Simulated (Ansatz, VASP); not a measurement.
## PbS2 in VASP and in Ansatz

INCAR

```
SYSTEM = PbS2
ALGO     = Normal         ! electronic algorithm
EDIFF    = 1E-6           ! SCF threshold, eV
ENCUT    = 520            ! plane-wave cutoff, eV
GGA      = PS             ! functional
ISIF     = 2              ! what is computed and relaxed
ISMEAR   = -1             ! smearing method
LASPH    = .TRUE.         ! aspherical terms in the spheres
LCHARG   = .FALSE.        ! write CHGCAR
LREAL    = .FALSE.        ! projectors in reciprocal space
LWAVE    = .FALSE.        ! write WAVECAR
NBANDS   = 20             ! bands
NELM     = 80             ! most SCF steps
PREC     = Accurate       ! precision mode
SIGMA    = 0.02           ! smearing width, eV
```

Contents of KPOINTS:

```
k-points
0
G
  6 6 6
  0 0 0
```

File POSCAR:

```
PbS2
1.0
    1.9098773987      1.1026682303      5.8973836042
   -1.9098773987      1.1026682303      5.8973836042
    0.0000000000     -2.2053364605      5.8973836042
Pb S
1 2
Direct
    0.0000000000      0.0000000000      0.0000000000
    0.2472450479      0.2472450479      0.2472450479
    0.7527549521      0.7527549521      0.7527549521
```

Input for Ansatz:

```yaml
crystal:
  lattice:
    - [1.9098773987, 1.1026682303, 5.8973836042]
    - [-1.9098773987, 1.1026682303, 5.8973836042]
    - [0.0, -2.2053364605, 5.8973836042]
  atoms:
    - { symbol: Pb, position: [0.0, 0.0, 0.0] }
    - { symbol: S, position: [0.2472450479, 0.2472450479, 0.2472450479] }
    - { symbol: S, position: [0.7527549521, 0.7527549521, 0.7527549521] }
kpoints:
  mp_grid: { grid: [6, 6, 6] }
hamiltonian:
  xc: pbesol
scf:
  occupations: { method: fermi_dirac, width: 0.02 }
  n_extra_bands: 4
output:
  forces: true
  stress: true
  eigenvalues: true
```

Alike in both runs: task single point; functional PBEsol; k mesh 6 × 6 × 6; occupations fermi-dirac, width 0.02 eV; no spin polarisation.

|  | VASP | Ansatz |
| --- | --- | --- |
| version | VASP 6.6.1 | Ansatz 0.2.0 |
| potentials or method | VASP PAW PBE potentials, release 64 (Pb_d, S) | plane waves, PAW |
| plane-wave cutoff (eV) | 520 | 420 |
| valence electrons in the cell | 26 | 26 |

Ansatz gave:

| Property | Result |
| --- | --- |
| pressure (GPa) | -0.1 |
| rms of the force components (eV/Å) | 0.017 |

Task: Which values does VASP return?

Result: Pressure (GPa): -0.2; rms of the force components (eV/Å): 0.018.

VASP's potentials were made for PBE, not for PBEsol. Atom by atom the forces differ by 0.000 eV/Å (rms over components).

Spin-orbit coupling is off throughout.
